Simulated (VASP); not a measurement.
A run of VASP 6.6.1:

Contents of INCAR:

```
SYSTEM = BaTiO3
PREC = Accurate
ENCUT = 600
EDIFF = 1E-6
ISMEAR = 0
SIGMA = 0.01
LREAL = .FALSE.
LASPH = .TRUE.
NELM = 100
ALGO = Normal
ISIF = 3
LWAVE = .FALSE.
LCHARG = .FALSE.
GGA = PS
IVDW = 12
IBRION = 2
NSW = 80
EDIFFG = -0.02
```

Contents of KPOINTS:

```
Automatic mesh
0
G
  4 4 4
  0 0 0
```

The input POSCAR:

```
BaTiO3
1.0
    2.8273670000      1.6323810000      2.3183930000
   -2.8273670000      1.6323810000      2.3183930000
    0.0000000000     -3.2647620000      2.3183930000
Ba Ti O
1 1 3
Direct
    0.0000000000      0.0000000000      0.0000000000
    0.4845000000      0.4845000000      0.4845000000
    0.5086000000      0.5086000000      0.0175000000
    0.0175000000      0.5086000000      0.5086000000
    0.5086000000      0.0175000000      0.5086000000
```

Potentials or basis: VASP PAW PBE potentials, release 64 (Ba_sv, Ti_sv, O).

Command:

```console
$ cat potpaw_PBE.64/Ba_sv/POTCAR potpaw_PBE.64/Ti_sv/POTCAR potpaw_PBE.64/O/POTCAR > POTCAR
$ mpirun -np 1 vasp_std > vasp.out
```

Hardware: 1 thread of AMD EPYC 7R13 (shared host).

Question: Estimate the wall time of this run.

Answer: Run time: 2.3 min on 1 thread of AMD EPYC 7R13 (shared host), peak memory 0.18 GiB. Counts: scf iterations 56, k points 13, ion steps 6.
